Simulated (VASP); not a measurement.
A run of VASP 6.6.1:

The input INCAR:

```
SYSTEM = ZnSe
PREC = Accurate
ENCUT = 520
EDIFF = 1E-7
ISMEAR = -1
SIGMA = 0.05
LREAL = .FALSE.
LASPH = .TRUE.
NELM = 60
ALGO = Normal
ISIF = 2
LWAVE = .FALSE.
LCHARG = .FALSE.
GGA = CA
NBANDS = 16
```

File KPOINTS:

```
regular mesh
0
G
  8 8 8
  0 0 0
```

The input POSCAR:

```
ZnSe
1.0
    0.0000000000      2.8710911185      2.8710911185
    2.8710911185      0.0000000000      2.8710911185
    2.8710911185      2.8710911185      0.0000000000
Se Zn
1 1
Direct
    0.7500000000      0.7500000000      0.7500000000
    0.0000000000      0.0000000000      0.0000000000
```

Potentials or basis: VASP PAW LDA potentials, release 64 (Se, Zn).

Command:

```sh
$ cat potpaw_LDA.64/Se/POTCAR potpaw_LDA.64/Zn/POTCAR > POTCAR
$ mpirun -np 1 vasp_std > vasp.out
```

Hardware: 1 thread of Intel Xeon 8259CL (shared host).

**Question.** How long does it take, and how much memory?

**Answer.** Wall time 34 s on 1 thread of Intel Xeon 8259CL, with other jobs on the host, peak memory 0.16 GiB. Counts: scf iterations 13, k points 29.
